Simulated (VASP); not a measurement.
LaBiSe2O, 10 atoms in the cell. The structure is tetragonal, space group P4/nmm (No. 129). The conventional cell has a = 4.133 Å, b = 4.133 Å, c = 14.447 Å, α = 90.00°, β = 90.00°, γ = 90.00°. La (site symmetry 4mm) has 4 O at 2.41 Å and 4 Se at 3.29 Å within 3.3 Å. Bi (site symmetry 4mm) has 6 Se at 2.64 to 3.40 Å within 3.5 Å. Se (site symmetry 4mm) has 1 Bi at 2.64 Å and 4 La at 3.29 Å and 4 O at 3.43 Å within 3.5 Å. Within 3.9 Å of Se (site symmetry 4mm) lie 5 Bi at 2.94 to 3.40 Å. O (site symmetry -4m2) has 4 La at 2.41 Å and 4 O at 2.92 Å within 3.2 Å. 

| Property | Result |
| --- | --- |
| Program | VASP 6.6.1 |
| Task | single point |
| Functional | BLYP |
| Dispersion | D3(BJ) |
| Potentials or basis | VASP PAW PBE potentials, release 64 (La, Bi_d, Se, O) |
| Cutoff | 520 eV |
| k mesh | 3 × 3 × 1 |
| Occupations | gaussian, width 0.01 eV |
| Spin | no spin polarisation |
| Dipole correction | no |
| Further INCAR settings | ALGO = Normal; EDIFF = 1e-07; NBANDS = 55 |

Potentials or basis: VASP PAW PBE potentials, release 64 (La, Bi_d, Se, O).

Launch:

```console
$ cat potpaw_PBE.64/La/POTCAR potpaw_PBE.64/Bi_d/POTCAR potpaw_PBE.64/Se/POTCAR potpaw_PBE.64/O/POTCAR > POTCAR
$ mpirun -np 1 vasp_std > vasp.out
```

Hardware: 1 thread of AMD EPYC 9R45 96-Core Processor (Zen 5), on a shared host.

Problem. Estimate the wall time of this run.

Solution. It took 3.7 min on 1 thread of AMD EPYC 9R45 96-Core Processor (Zen 5) (shared host), peak memory 0.32 GiB. Counts: scf iterations 30, k points 3.
